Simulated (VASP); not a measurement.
# Sr3PbCl (Pm-3m) in VASP: single point with PBE

Aim: the single point of Sr3PbCl with PBE.

All numbers are computed with VASP 6.6.1; they aren't measurements. Logs are shortened: lines on timing, memory, paths and dates and some standing lists are left out, and cuts for length are marked.

## (1) The cell of the first run

It takes space group Pm-3m (No. 221, cubic). Conventional cell: a = 5.330 Å, b = 5.330 Å, c = 5.330 Å, α = 90.00°, β = 90.00°, γ = 90.00°. Within 4.9 Å of Pb (site symmetry m-3m) lie 12 Sr at 3.77 Å and 8 Cl at 4.62 Å. Cl (site symmetry m-3m) has 6 Sr at 2.67 Å within 3.5 Å. Within 3.5 Å of Sr (site symmetry 4/mmm) lie 2 Cl at 2.67 Å.

## (2) Single point, PBE

POSCAR

```
Sr3PbCl
1.0
    5.3303760000      0.0000000000      0.0000000000
    0.0000000000      5.3303760000      0.0000000000
    0.0000000000      0.0000000000      5.3303760000
Pb Cl Sr
1 1 3
Direct
    0.0000000000      0.0000000000      0.0000000000
    0.5000000000      0.5000000000      0.5000000000
    0.0000000000      0.5000000000      0.5000000000
    0.5000000000      0.0000000000      0.5000000000
    0.5000000000      0.5000000000      0.0000000000
```

INCAR.step1

```
PREC = Accurate
ENCUT = 400
EDIFF = 1E-6
ISMEAR = -1
SIGMA = 0.1
LREAL = False
LASPH = True
NELM = 120
ALGO = Normal
ISIF = 2
LWAVE = False
LCHARG = True
GGA = PE
NBANDS = 34
GGA_COMPAT = False
NEDOS = 2001
LORBIT = 11
```

KPOINTS.step1

```
Automatic mesh
0
Gamma
  7 7 7
```

INCAR.step2

```
PREC = Accurate
ENCUT = 400
EDIFF = 1E-6
ISMEAR = -5
SIGMA = 0.1
LREAL = False
LASPH = True
NELM = 120
ALGO = Normal
ISIF = 2
LWAVE = False
LCHARG = False
GGA = PE
LORBIT = 11
NEDOS = 1001
ICHARG = 11
GGA_COMPAT = False
```

KPOINTS.step2

```
Automatic mesh
0
Gamma
  11 11 11
```

Potentials or basis: VASP PAW PBE potentials, release 64 (Pb_d, Cl, Sr_sv).

Started as:

```
$ cat potpaw_PBE.64/Pb_d/POTCAR potpaw_PBE.64/Cl/POTCAR potpaw_PBE.64/Sr_sv/POTCAR > POTCAR
$ cp INCAR.step1 INCAR
$ cp KPOINTS.step1 KPOINTS
$ mpirun -np 1 vasp_std > vasp.out
$ cp INCAR.step2 INCAR
$ cp KPOINTS.step2 KPOINTS
$ mpirun -np 1 vasp_std > vasp.out
```

OUTCAR:

```text
PREC = Accurate
   ENCUT = 400
   EDIFF = 1E-6
   ISMEAR = -5
   LREAL = False
   LASPH = True
   NELM = 120
   ISIF = 2
   GGA = PE
   LORBIT = 11
   ICHARG = 11

 ion  position               nearest neighbor table
   1  0.000  0.000  0.000-   3 3.77   4 3.77   5 3.77   3 3.77   4 3.77   3 3.77   5 3.77   3 3.77
                             4 3.77   5 3.77   4 3.77   5 3.77
   2  0.500  0.500  0.500-   3 2.67   4 2.67   5 2.67   5 2.67   4 2.67   3 2.67
   3  0.000  0.500  0.500-   2 2.67   2 2.67   4 3.77   5 3.77   1 3.77   5 3.77   1 3.77   4 3.77
                             1 3.77   1 3.77   4 3.77   5 3.77   5 3.77   4 3.77
   4  0.500  0.000  0.500-   2 2.67   2 2.67   3 3.77   5 3.77   1 3.77   5 3.77   1 3.77   3 3.77
                             5 3.77   5 3.77   1 3.77   3 3.77   1 3.77   3 3.77
   5  0.500  0.500  0.000-   2 2.67   2 2.67   3 3.77   4 3.77   1 3.77   3 3.77   4 3.77   1 3.77
                             4 3.77   4 3.77   1 3.77   3 3.77   3 3.77   1 3.77

  LATTYP: Found a simple cubic cell.
 ALAT       =     5.3303760000

  Lattice vectors:

 A1 = (   5.3303760000,   0.0000000000,   0.0000000000)
 A2 = (   0.0000000000,   5.3303760000,   0.0000000000)
 A3 = (   0.0000000000,   0.0000000000,   5.3303760000)

Analysis of symmetry for initial positions (statically):
=====================================================================
 Subroutine PRICEL returns:
 Original cell was already a primitive cell.

 Routine SETGRP: Setting up the symmetry group for a
 simple cubic supercell.

 Subroutine GETGRP returns: Found 48 space group operations
 (whereof 48 operations were pure point group operations)
 out of a pool of 48 trial point group operations.

The static configuration has the point symmetry O_h .

Analysis of symmetry for dynamics (positions and initial velocities):
=====================================================================
 Subroutine PRICEL returns:
 Original cell was already a primitive cell.

 Routine SETGRP: Setting up the symmetry group for a
 simple cubic supercell.

 Subroutine GETGRP returns: Found 48 space group operations
 (whereof 48 operations were pure point group operations)
 out of a pool of 48 trial point group operations.

The dynamic configuration has the point symmetry O_h .

 Subroutine INISYM returns: Found 48 space group operations
 (whereof 48 operations are pure point group operations),
 and found     1 'primitive' translations

----------------------------------------------------------------------------------------

                                     Primitive cell

  volume of cell :     151.4515

  direct lattice vectors                    reciprocal lattice vectors
     5.330376000  0.000000000  0.000000000     0.187604026  0.000000000  0.000000000
     0.000000000  5.330376000  0.000000000     0.000000000  0.187604026  0.000000000
     0.000000000  0.000000000  5.330376000     0.000000000  0.000000000  0.187604026

  length of vectors
     5.330376000  5.330376000  5.330376000     0.187604026  0.187604026  0.187604026

  position of ions in fractional coordinates (direct lattice)
     0.000000000  0.000000000  0.000000000
     0.500000000  0.500000000  0.500000000
     0.000000000  0.500000000  0.500000000
     0.500000000  0.000000000  0.500000000
     0.500000000  0.500000000  0.000000000

  ion indices of the primitive-cell ions
   primitive index   ion index
                 1           1
                 2           2
                 3           3
                 4           4
                 5           5

----------------------------------------------------------------------------------------

 KPOINTS: Automatic mesh

Automatic generation of k-mesh.
 Grid dimensions read from file:
 generate k-points for:   11   11   11

 Generating k-lattice:

  Cartesian coordinates                     Fractional coordinates (reciprocal lattice)
     0.017054911  0.000000000  0.000000000     0.090909091  0.000000000  0.000000000
     0.000000000  0.017054911  0.000000000     0.000000000  0.090909091  0.000000000
     0.000000000  0.000000000  0.017054911     0.000000000  0.000000000  0.090909091

  Length of vectors
     0.017054911  0.017054911  0.017054911

  Shift w.r.t. Gamma in fractional coordinates (k-lattice)
     0.000000000  0.000000000  0.000000000

 TETIRR: Found    651 inequivalent tetrahedra from     7986

 Subroutine IBZKPT returns following result:
 ===========================================

 Found     56 irreducible k-points:

 Following reciprocal coordinates:
            Coordinates               Weight
  0.000000  0.000000  0.000000      1.000000
  0.090909  0.000000  0.000000      6.000000
  0.181818  0.000000  0.000000      6.000000
  0.272727  0.000000  0.000000      6.000000
  0.363636  0.000000  0.000000      6.000000
  0.454545  0.000000  0.000000      6.000000
[... 16 lines left out ...]
  0.181818  0.090909  0.090909     24.000000
  0.272727  0.090909  0.090909     24.000000
 [... further k-points ...]
   k-points           NKPTS =     56   k-points in BZ     NKDIM =     56   number of bands    NBANDS=     30
   number of dos      NEDOS =   1001   number of ions     NIONS =      5
   total plane-waves  NPLWV =  46656
   dimension x,y,z NGX =    36 NGY =   36 NGZ =   36
   dimension x,y,z NGXF=    72 NGYF=   72 NGZF=   72
   ions per type =               1   1   3
   NGX,Y,Z   is equivalent  to a cutoff of  11.23, 11.23, 11.23 a.u.
   NGXF,Y,Z  is equivalent  to a cutoff of  22.46, 22.46, 22.46 a.u.
 SYSTEM =  unknown system
   PREC   = accura    normal or accurate (medium, high low for compatibility)
   ISTART =      0    job   : 0-new  1-cont  2-samecut
   ICHARG =     11    charge: 1-file 2-atom 10-const
   ISPIN  =      1    spin polarized calculation?
   LNONCOLLINEAR =      F non collinear calculations
   LSORBIT =      F    spin-orbit coupling
   LASPH  =      T    aspherical Exc in radial PAW
   ENCUT  =  400.0 eV  29.40 Ry    5.42 a.u.   8.69  8.69  8.69*2*pi/ulx,y,z
   NELM   =    120;   NELMIN=  2; NELMDL=  0     # of ELM steps
   EDIFF  = 0.1E-05   stopping-criterion for ELM
   LREAL  =      F    real-space projection
   EDIFFG = 0.1E-04   stopping-criterion for IOM
   NSW    =      0    number of steps for IOM
   IBRION =     -1    ionic relax: 0-MD 1-quasi-New 2-CG
   NFREE  =      0    steps in history (QN), initial steepest desc. (CG)
   ISIF   =      2    stress and relaxation
   ISYM   =      2    0-nonsym 1-usesym 2-fastsym
   POTIM  = 0.5000    time-step for ionic-motion
   TEBEG  =    0.0;   TEEND  =   0.0 temperature during run
   PSTRESS=    0.0 pullay stress
   NELECT =      51.0000    total number of electrons
   NUPDOWN=      -1.0000    fix difference up-down
   EMIN   =  10.00;   EMAX   =-10.00  energy-range for DOS
   EFERMI =   0.00;   METHOD = LEGACY
   ISMEAR =    -5;   SIGMA  =   0.10  broadening in eV -4-tet -1-fermi 0-gaus
   EFERMI_NEDOS =   21; number of points for ismear=-14 and -15
   IALGO  =     38    algorithm
   IMIX   =      4    mixing-type and parameters
     AMIX     =   0.40;   BMIX     =  1.00
     AMIX_MAG =   1.60;   BMIX_MAG =  1.00
  volume/ion in A,a.u.               =      30.29       204.41
  Fermi-wavevector in a.u.,A,eV,Ry     =   1.138956  2.152315 17.649768  1.297221
  Thomas-Fermi vector in A             =   2.275660
   LORBIT       =     11    0 simple, 1 ext, 2 COOP (PROOUT), +10 PAW based schemes
   GGA     = PE    functional components
   LHFCALC =     F    Hartree Fock is set to
   AEXX    =    0.0000 exact exchange contribution
   IVDW    =     0    specifies the selected vdW correction
   LEPSILON=     F    determine dielectric tensor
   LRPA    =     F    only Hartree local field effects (RPA)
 non-spin polarized calculation
 Fermi weights with tetrahedron method with Bloechl corrections
  energy-cutoff  :      400.00
  volume of cell :      151.45
 maximum number of plane-waves:      2777
 NGX is ok and might be reduce to    36

 number of electron      51.0000002 magnetization

 Free energy of the ion-electron system (eV)
  ---------------------------------------------------
  ext. energy  EPLUGINS =         0.00000000
  ---------------------------------------------------
  free energy    TOTEN  =       -13.58276284 eV

  energy without entropy =      -13.58276284  energy(sigma->0) =      -13.58276284

 E-fermi :   5.0151     XC(G=0):  -9.2186

 val. band max:        4.9457882946   @ k =   0.4545   0.1818   0.0909
 cond. band min:       4.9812806121   @ k =   0.0909   0.0000   0.0000
 fundamental gap:      0.0354923175
 Fermi energy:         5.0150957546

 k-point     1 :       0.0000    0.0000    0.0000
  band No.  band energies     occupation
      1     -31.4010      2.00000
      2     -31.3073      2.00000
      3     -31.3073      2.00000
      4     -14.6595      2.00000
      5     -13.9880      2.00000
      6     -13.9880      2.00000
[... 22 lines left out ...]
     29       4.8196      2.08887
     30       4.8200      1.40435

 k-point     2 :       0.0909    0.0000    0.0000
  band No.  band energies     occupation
      1     -31.3992      2.00000
      2     -31.3088      2.00000
      3     -31.3073      2.00000
      4     -14.7962      2.00000
      5     -13.9838      2.00000
      6     -13.9838      2.00000
[... 22 lines left out ...]
     29       4.9813      0.66435
     30       4.9813      0.26923

 k-point     3 :       0.1818    0.0000    0.0000
  band No.  band energies     occupation
      1     -31.3943      2.00000
      2     -31.3134      2.00000
      3     -31.3072      2.00000
      4     -15.0325      2.00000
      5     -13.9724      2.00000
      6     -13.9724      2.00000
[... 682 lines left out ...]
     29       5.7554     -0.00180
     30       5.8130     -0.00024

 k-point    24 :       0.2727    0.0909    0.0909
  band No.  band energies     occupation
      1     -31.3837      2.00000
      2     -31.3207      2.00000
      3     -31.3095      2.00000
      4     -15.3640      2.00000
      5     -13.9211      2.00000
      6     -13.8873      2.00000
[... 22 lines left out ...]
     29       6.0339      0.00000
     30       6.1042      0.00000

 [... further k-points ...]

------------------------ aborting loop because EDIFF is reached ----------------------------------------

  FORCE on cell =-STRESS in cart. coord.  units (eV):
  Direction    XX          YY          ZZ          XY          YZ          ZX
  --------------------------------------------------------------------------------------
  -------------------------------------------------------------------------------------
  Total        6.3958368      6.3958368      6.3958368      0.0000000      0.0000000      0.0000000
  in kB       67.6603778     67.6603778     67.6603778      0.0000000      0.0000000      0.0000000
  external PRESSURE =      67.6603778 kB  Pullay stress =       0.0000000 kB

 VOLUME and BASIS-vectors are now :
 -----------------------------------------------------------------------------
  energy-cutoff  :      400.00
  volume of cell :      151.45
      direct lattice vectors                 reciprocal lattice vectors
     5.330376000  0.000000000  0.000000000     0.187604026  0.000000000  0.000000000
     0.000000000  5.330376000  0.000000000     0.000000000  0.187604026  0.000000000
     0.000000000  0.000000000  5.330376000     0.000000000  0.000000000  0.187604026

 POSITION                                       TOTAL-FORCE (eV/Angst)
 -----------------------------------------------------------------------------------
      0.00000      0.00000      0.00000         0.000000      0.000000      0.000000
      2.66519      2.66519      2.66519         0.000000      0.000000      0.000000
      0.00000      2.66519      2.66519         0.000000      0.000000      0.000000
      2.66519      0.00000      2.66519         0.000000      0.000000      0.000000
      2.66519      2.66519      0.00000         0.000000      0.000000      0.000000
 -----------------------------------------------------------------------------------
    total drift:                                0.000000      0.000000      0.000000

  FREE ENERGIE OF THE ION-ELECTRON SYSTEM (eV)
  ---------------------------------------------------
  free  energy   TOTEN  =       -13.5827628419 eV

  energy  without entropy=      -13.5827628419  energy(sigma->0) =      -13.58276284

 total charge

# of ion       s       p       d       tot
------------------------------------------
    1        1.257   0.999   9.771  12.027
    2        1.604   3.648   0.000   5.252
    3        2.023   5.766   0.323   8.112
    4        2.023   5.766   0.323   8.112
    5        2.023   5.766   0.323   8.112
--------------------------------------------------
tot          8.929  21.945  10.741  41.615
```

Run time: 4.4 min. Hardware: 1 thread of Intel Xeon 8259CL, shared host; peak memory 0.3 GiB.

Results:

```yaml
Valence_electrons_inside_the_program's_atomic_spheres: Pb 12.03; Cl 5.25; Sr 8.11
```

Levels at points of the mesh, in eV from the Fermi level:
```
           k point  band 23  band 24  band 25  band 26  band 27  band 28
(0.00, 0.00, 0.00)    -0.64    -0.64    -0.64    -0.32    -0.32    -0.20
```

Caveat: the highest band is partly filled, so the run has too few bands; spin-orbit coupling is left out, which moves the levels of the heavy elements.
